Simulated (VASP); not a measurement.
Set up this calculation in VASP 6.6.1, as the native input.

```yaml
Task: single point
Functional: PBE
Potentials_or_basis: VASP PAW PBE potentials, release 64 (Hf_pv, O)
Cutoff: 520 eV
k_mesh: 4 × 4 × 4
Occupations: fermi-dirac, width 0.02 eV
Spin: no spin polarisation
Dipole_correction: no
Further_INCAR_settings: ALGO = Normal; EDIFF = 1e-06; NBANDS = 56
```

The structure of HfO2 lies in POSCAR:

```
HfO2
1.0
    5.1180000000      0.0000000000      0.0000000000
    0.0000000000      5.1857000000      0.0000000000
   -0.8586630598      0.0000000000      5.2138671406
Hf O
4 8
Direct
    0.2767007731      0.0418824066      0.2081292236
    0.7232992269      0.5418824066      0.2918707764
    0.7232992269      0.9581175934      0.7918707764
    0.2767007731      0.4581175934      0.7081292236
    0.4465502579      0.7583828045      0.4802713727
    0.5534497421      0.2583828045      0.0197286273
    0.5534497421      0.2416171955      0.5197286273
    0.4465502579      0.7416171955      0.9802713727
    0.0726417556      0.3392506153      0.3389491494
    0.9273582444      0.8392506153      0.1610508506
    0.9273582444      0.6607493847      0.6610508506
    0.0726417556      0.1607493847      0.8389491494
```

These files were run (other wordings do the same):

INCAR

```
ALGO     = Normal         # electronic algorithm
EDIFF    = 1E-6           # SCF threshold, eV
ENCUT    = 520            # plane-wave cutoff, eV
GGA      = PE             # functional
ISIF     = 2              # what is computed and relaxed
ISMEAR   = -1             # smearing method
LASPH    = T              # aspherical terms in the spheres
LCHARG   = F              # write CHGCAR
LREAL    = F              # projectors in reciprocal space
LWAVE    = F              # write WAVECAR
NBANDS   = 56             # bands
NELM     = 100            # most SCF steps
PREC     = Accurate       # precision mode
SIGMA    = 0.02           # smearing width, eV
```

KPOINTS

```
k-points
0
Gamma
  4 4 4
```

Potentials or basis: VASP PAW PBE potentials, release 64 (Hf_pv, O).

Launch:

```bash
$ cat potpaw_PBE.64/Hf_pv/POTCAR potpaw_PBE.64/O/POTCAR > POTCAR
$ mpirun -np 1 vasp_std > vasp.out
```

Results of the run:

```json
{"Pressure": "1.7 GPa", "Largest force": "0.078 eV/Å", "Band gap on the k mesh": "4.02 eV, indirect (least direct gap 4.11 eV)"}
```

Caveat: spin-orbit coupling is left out, which moves the levels of the heavy elements.

Wall time 2.3 min on 1 thread of Intel(R) Xeon(R) 6975P-C (Granite Rapids), with other jobs on the host, peak memory 0.33 GiB.
